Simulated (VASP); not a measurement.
Set up this calculation in VASP 6.6.1, as the native input.

```yaml
Task: single point
Functional: PBEsol
Potentials_or_basis: VASP PAW PBE potentials, release 64 (Ru_sv)
Cutoff: 560 eV
k_mesh: 10 × 10 × 14
Occupations: fermi-dirac, width 0.1 eV
Spin: no spin polarisation
Dipole_correction: no
Further_INCAR_settings: ALGO = Normal; EDIFF = 1e-06; NBANDS = 31
```

The structure of Ru lies in POSCAR:

```
Ru
1.0
    3.5963798116      0.0000000000      0.0000000000
   -1.7981899058      3.1145562785      0.0000000000
    0.0000000000      0.0000000000      2.2014175082
Ru
3
Direct
    0.0000000000      0.0000000000      0.0000000000
    0.3333333333      0.6666666667      0.5000000000
    0.6666666667      0.3333333333      0.5000000000
```

This isn't the form of Ru at room conditions, which is hcp.

These files were run (other wordings do the same):

INCAR

```
SYSTEM = Ru
PREC     = Accurate       ! precision mode
ENCUT    = 560            ! plane-wave cutoff, eV
EDIFF    = 1E-6           ! SCF threshold, eV
ISMEAR   = -1             ! smearing method
SIGMA    = 0.1            ! smearing width, eV
LREAL    = .FALSE.        ! projectors in reciprocal space
LASPH    = .TRUE.         ! aspherical terms in the spheres
NELM     = 120            ! most SCF steps
ALGO     = Normal         ! electronic algorithm
ISIF     = 2              ! what is computed and relaxed
LWAVE    = .FALSE.        ! write WAVECAR
LCHARG   = .FALSE.        ! write CHGCAR
GGA      = PS             ! functional
NBANDS   = 31             ! bands
GGA_COMPAT= .FALSE.
```

KPOINTS

```
Automatic mesh
0
G
  10 10 14
  0 0 0
```

Potentials or basis: VASP PAW PBE potentials, release 64 (Ru_sv).

Launch:

```sh
$ cat potpaw_PBE.64/Ru_sv/POTCAR > POTCAR
$ mpirun -np 1 vasp_std > vasp.out
```

Results of the run:

| Item | Value |
| --- | --- |
| Pressure | 519.0 GPa |
| Band gap on the k mesh | zero (bands 24 and 25 overlap by 5.21 eV) |

Caveat: the cell stands under pressure; the PAW data sets were made with another functional, which shifts forces and pressure a little.

It took 66 s on 1 thread of Intel(R) Xeon(R) Platinum 8259CL CPU @ 2.50GHz (Skylake/Cascade Lake), on a shared host, peak memory 0.19 GiB.
